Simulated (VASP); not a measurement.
# Mo (Im-3m) in VASP: further runs, part 2 of 2

VASP 6.6.1. Earlier steps stand in the parts before.

## Step 4: Single point, PBEsol

The input, INCAR:

```
SYSTEM = Mo
ALGO = Fast
EDIFF = 1E-7
ENCUT = 520
GGA = PS
ISIF = 2
ISMEAR = 0
LASPH = .TRUE.
LCHARG = .FALSE.
LREAL = .FALSE.
LWAVE = .FALSE.
NBANDS = 13
NELM = 100
PREC = Accurate
SIGMA = 0.15
```

The input, KPOINTS:

```
k-points
0
G
  30 30 30
  0 0 0
```

The input, POSCAR:

```
Mo
1.0
   -1.5646534271      1.5646534271      1.5646534271
    1.5646534271     -1.5646534271      1.5646534271
    1.5646534271      1.5646534271     -1.5646534271
Mo
1
Direct
    0.0000000000      0.0000000000      0.0000000000
```

Potentials or basis: VASP PAW PBE potentials, release 64 (Mo_sv).

Command:

```sh
> cat potpaw_PBE.64/Mo_sv/POTCAR > POTCAR
> mpirun -np 1 vasp_std > vasp.out
```

OUTCAR:

```text
SYSTEM = Mo
   EDIFF = 1E-7
   ENCUT = 520
   GGA = PS
   ISIF = 2
   ISMEAR = 0
   LASPH = .TRUE.
   LREAL = .FALSE.
   NELM = 100
   PREC = Accurate

 ion  position               nearest neighbor table
   1  0.000  0.000  0.000-

  LATTYP: Found a body centered cubic cell.
 ALAT       =     3.1293068542

  Lattice vectors:

 A1 = (  -1.5646534271,   1.5646534271,   1.5646534271)
 A2 = (   1.5646534271,  -1.5646534271,   1.5646534271)
 A3 = (   1.5646534271,   1.5646534271,  -1.5646534271)

Analysis of symmetry for initial positions (statically):
=====================================================================
 Subroutine PRICEL returns:
 Original cell was already a primitive cell.

 Routine SETGRP: Setting up the symmetry group for a
 body centered cubic supercell.

 Subroutine GETGRP returns: Found 48 space group operations
 (whereof 48 operations were pure point group operations)
 out of a pool of 48 trial point group operations.

The static configuration has the point symmetry O_h .

Analysis of symmetry for dynamics (positions and initial velocities):
=====================================================================
[... 162 lines left out ...]
 Fermi energy:        12.7918509950

 k-point     1 :       0.0000    0.0000    0.0000
  band No.  band energies     occupation
      1     -48.4066      2.00000
      2     -21.6459      2.00000
      3     -21.6459      2.00000
      4     -21.6459      2.00000
      5       5.4387      2.00000
      6      11.3842      2.00000
      7      11.3842      2.00000
      8      11.3842      2.00000
      9      14.4736      0.00000
     10      14.4736      0.00000
     11      27.6265      0.00000
     12      27.6265      0.00000
     13      27.6265      0.00000
[... 354 lines left out ...]
  band No.  band energies     occupation
      1     -48.2322      2.00000
      2     -22.5812      2.00000
      3     -21.9394      2.00000
      4     -21.6607      2.00000
      5       7.6475      2.00000
      6      10.0082      2.00000
      7      11.3525      2.00000
      8      14.0040      0.00000
      9      14.5893      0.00000
     10      14.7611      0.00000
     11      27.2159      0.00000
     12      28.6125      0.00000
     13      32.7885      0.00000

 [... further k-points ...]
[... 5 lines left out ...]
  --------------------------------------------------------------------------------------
  -------------------------------------------------------------------------------------
  Total        0.0606063      0.0606063      0.0606063      0.0000000      0.0000000      0.0000000
  in kB        6.3374416      6.3374416      6.3374416      0.0000000      0.0000000      0.0000000
  external PRESSURE =       6.3374416 kB  Pullay stress =       0.0000000 kB

 VOLUME and BASIS-vectors are now :
 -----------------------------------------------------------------------------
  energy-cutoff  :      520.00
  volume of cell :       15.32
      direct lattice vectors                 reciprocal lattice vectors
    -1.564653427  1.564653427  1.564653427     0.000000000  0.319559585  0.319559585
     1.564653427 -1.564653427  1.564653427     0.319559585  0.000000000  0.319559585
     1.564653427  1.564653427 -1.564653427     0.319559585  0.319559585  0.000000000

 POSITION                                       TOTAL-FORCE (eV/Angst)
 -----------------------------------------------------------------------------------
      0.00000      0.00000      0.00000        -0.000000      0.000000     -0.000000
 -----------------------------------------------------------------------------------
    total drift:                                0.000000     -0.000000      0.000000

  FREE ENERGIE OF THE ION-ELECTRON SYSTEM (eV)
  ---------------------------------------------------
  free  energy   TOTEN  =       -11.7821718537 eV

  energy  without entropy=      -11.7757716292  energy(sigma->0) =      -11.77897174
```

OSZICAR:

```text
N       E                     dE             d eps       ncg     rms          rms(c)
DAV:   1     0.908220792796E+02    0.90822E+02   -0.80769E+03 19800   0.111E+03
DAV:   2    -0.113899006784E+02   -0.10221E+03   -0.98465E+02 22567   0.311E+02
DAV:   3    -0.125312961486E+02   -0.11414E+01   -0.11383E+01 21777   0.327E+01
DAV:   4    -0.125338222707E+02   -0.25261E-02   -0.25260E-02 21957   0.187E+00
DAV:   5    -0.125338381816E+02   -0.15911E-04   -0.15911E-04 22172   0.132E-01    0.166E+01
RMM:   6    -0.118813315976E+02    0.65251E+00   -0.73878E-01 19617   0.797E+00    0.489E+00
RMM:   7    -0.117869729809E+02    0.94359E-01   -0.21666E-01 20062   0.421E+00    0.111E+00
RMM:   8    -0.117824308785E+02    0.45421E-02   -0.11344E-02 21707   0.118E+00    0.155E-01
RMM:   9    -0.117821833305E+02    0.24755E-03   -0.11403E-03 21898   0.342E-01    0.453E-02
RMM:  10    -0.117821721068E+02    0.11224E-04   -0.18504E-04 22444   0.144E-01    0.237E-02
RMM:  11    -0.117821715543E+02    0.55255E-06   -0.17361E-05 22399   0.488E-02    0.273E-03
RMM:  12    -0.117821717173E+02   -0.16308E-06   -0.41248E-06 21847   0.191E-02    0.124E-03
RMM:  13    -0.117821719081E+02   -0.19081E-06   -0.53064E-07 17454   0.800E-03    0.946E-04
RMM:  14    -0.117821718537E+02    0.54412E-07   -0.18464E-07 13996   0.392E-03
   1 F= -.11782172E+02 E0= -.11778972E+02  d E =-.640022E-02
```

stdout:

```text
POSCAR found type information on POSCAR Mo
 POSCAR found :  1 types and       1 ions
 scaLAPACK will be used
 -----------------------------------------------------------------------------
|                                                                             |
|                                                                             |
|     You enforced a specific xc type in the INCAR file but a different       |
|     I HOPE YOU KNOW WHAT YOU ARE DOING!                                     |
|                                                                             |
 -----------------------------------------------------------------------------

 LDA part: xc-table for (Slater+PW92), standard interpolation
 POSCAR, INCAR and KPOINTS ok, starting setup
 FFT: planning ... GRIDC
 FFT: planning ... GRID_SOFT
 FFT: planning ... GRID
 WAVECAR not read
 entering main loop
```

It took 51 s on 1 thread of Intel Xeon 6975P-C (Granite Rapids), shared host; peak memory 0.24 GiB.

Results:

| Quantity | Value |
| --- | --- |
| Free energy | -11.7822 eV |
| Pressure | 0.6 GPa |
| Band gap on the k mesh | zero (band 7 reaches 16.92 eV, above the bottom of band 8 at 11.38 eV) |

Levels at points of the mesh, in eV from the Fermi level:
| k point | band 5 | band 6 | band 7 | band 8 | band 9 | band 10 |
| --- | --- | --- | --- | --- | --- | --- |
| (0.00, 0.00, 0.00) | -7.35 | -1.41 | -1.41 | -1.41 | 1.68 | 1.68 |
| (0.50, 0.00, 0.00) | -5.48 | -3.51 | 1.68 | 1.73 | 2.37 | 4.92 |
| (0.50, 0.50, 0.50) | -5.63 | -5.63 | 4.12 | 4.12 | 4.12 | 9.18 |

Caveat: the PAW data sets were made with another functional, which shifts forces and pressure a little.

## Step 5: Single point, PBEsol

The input, INCAR:

```
SYSTEM = Mo
PREC = Accurate ; ENCUT = 520
EDIFF = 1E-7 ; ISMEAR = 0
SIGMA = 0.15 ; LREAL = .False.
LASPH = .True. ; NELM = 60
ALGO = Normal ; ISIF = 2
LWAVE = .False. ; LCHARG = .False.
GGA = PS ; NBANDS = 13
```

The input, KPOINTS:

```
Automatic mesh
0
Gamma
  26 26 26
  0 0 0
```

POSCAR is that of step 4.

Command:

```sh
> cat potpaw_PBE.64/Mo_sv/POTCAR > POTCAR
> mpirun -np 1 vasp_std > vasp.out
```

It took 32 s on 1 thread of Intel Xeon 6975P-C (Granite Rapids), shared host; peak memory 0.2 GiB.

Results (log left out):

```
Free energy            : -11.7819 eV
Pressure               : 0.7 GPa
Band gap on the k mesh : zero (band 7 reaches 16.92 eV, above the bottom of band 8 at 11.38 eV)
```

Levels at points of the mesh, in eV from the Fermi level:
| k point | band 3 | band 4 | band 5 | band 6 | band 7 | band 8 | band 9 | band 10 | band 11 | band 12 |
| --- | --- | --- | --- | --- | --- | --- | --- | --- | --- | --- |
| (0.00, 0.00, 0.00) | -34.42 | -34.42 | -7.34 | -1.39 | -1.39 | -1.39 | 1.70 | 1.70 | 14.85 | 14.85 |
| (0.50, 0.00, 0.00) | -34.90 | -34.44 | -5.46 | -3.50 | 1.69 | 1.74 | 2.39 | 4.94 | 11.96 | 11.98 |
| (0.50, 0.50, 0.50) | -35.46 | -35.46 | -5.61 | -5.61 | 4.14 | 4.14 | 4.14 | 9.19 | 9.19 | 9.19 |

Caveat: the PAW data sets were made with another functional, which shifts forces and pressure a little.

## Step 6: Overview

| task | cell | k mesh | cutoff (eV) | smearing | gap on the mesh (eV) | pressure (GPa) |
| --- | --- | --- | --- | --- | --- | --- |
| single point | a = 2.710 Å, angles 109.5°, 1 atom | 18 × 18 × 18 | 520 | gaussian 0.1 eV | none | 0.6 |
| relaxation of cell and atoms | relaxed from a = 2.721 Å, angles 109.5°, 1 atom | 18 × 18 × 18 | 600 | gaussian 0.1 eV | none | 0.0 |
| single point | a = 2.710 Å, angles 109.5°, 1 atom | 30 × 30 × 30 | 520 | gaussian 0.15 eV | none | 0.6 |
| single point | a = 2.710 Å, angles 109.5°, 1 atom | 26 × 26 × 26 | 520 | gaussian 0.15 eV | none | 0.7 |

Alike in all rows: level PBEsol; potentials or basis VASP PAW PBE potentials, release 64 (Mo_sv); no spin polarisation.

Every run on the cell as given and a fine mesh finds a metal.

Caveats: the PAW data sets were made with another functional, which shifts forces and pressure a little.

Total energies depend on the potentials used, so only differences within one code and one set of settings carry meaning.
